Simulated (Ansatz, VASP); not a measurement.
# Two plane-wave programs on Sb

The input INCAR:

```
ALGO = Normal
EDIFF = 1E-6
ENCUT = 520
ISIF = 2
ISMEAR = -1
LASPH = T
LCHARG = T
LELF = T
LREAL = F
LVHAR = T
LWAVE = F
NBANDS = 8
NELM = 60
PREC = Accurate
SIGMA = 0.05
```

The input KPOINTS:

```
k-points
0
Gamma
  12 12 12
```

POSCAR

```
Sb
1.0
   -1.5972865120      1.5972865120      2.7476259243
    1.5972865120     -1.5972865120      2.7476259243
    1.5972865120      1.5972865120     -2.7476259243
Sb
1
Direct
    0.0000000000      0.0000000000      0.0000000000
```

input.yaml

```yaml
crystal:
  lattice:
    - [-1.597286512, 1.597286512, 2.7476259243]
    - [1.597286512, -1.597286512, 2.7476259243]
    - [1.597286512, 1.597286512, -2.7476259243]
  atoms:
    - { symbol: Sb, position: [0.0, 0.0, 0.0] }
hamiltonian:
  xc: lda
  pseudopotentials: { kind: paw }
kpoints:
  mp_grid: { grid: [12, 12, 12] }
scf:
  occupations: { method: fermi_dirac, width: 0.05 }
output:
  forces: true
  stress: true
  eigenvalues: true
```

Alike in both runs: task single point; functional LDA; k mesh 12 × 12 × 12; occupations fermi-dirac, width 0.05 eV; no spin polarisation.

|  | VASP | Ansatz |
| --- | --- | --- |
| version | VASP 6.6.1 | Ansatz 0.2.0 |
| potentials or method | VASP PAW LDA potentials, release 64 (Sb) | Ansatz PAW |
| plane-wave cutoff (eV) | 520 | 420 |
| valence electrons in the cell | 5 | 15 |

Ansatz gave:

| Property | Result |
| --- | --- |
| gap on the k mesh at the Fermi level (eV) | none |
| pressure (GPa) | -4.6 |
| traceless stress, the component that is largest in VASP (GPa) | 0.27 |

Problem. Which values does VASP return?

Solution. gap on the k mesh at the Fermi level (eV): none; pressure (GPa): -4.5; traceless stress, the component that is largest in VASP (GPa): 0.25.

LDA's correlation is that of Perdew and Zunger in VASP and of Perdew and Wang (1992) in Ansatz. A gap of «none» marks a metal or a gap that the smearing closes. VASP's potentials hold 5 valence electrons a cell and Ansatz's 15, so a difference there can come from the potentials and not from the codes.

Neither program's run includes spin-orbit coupling.
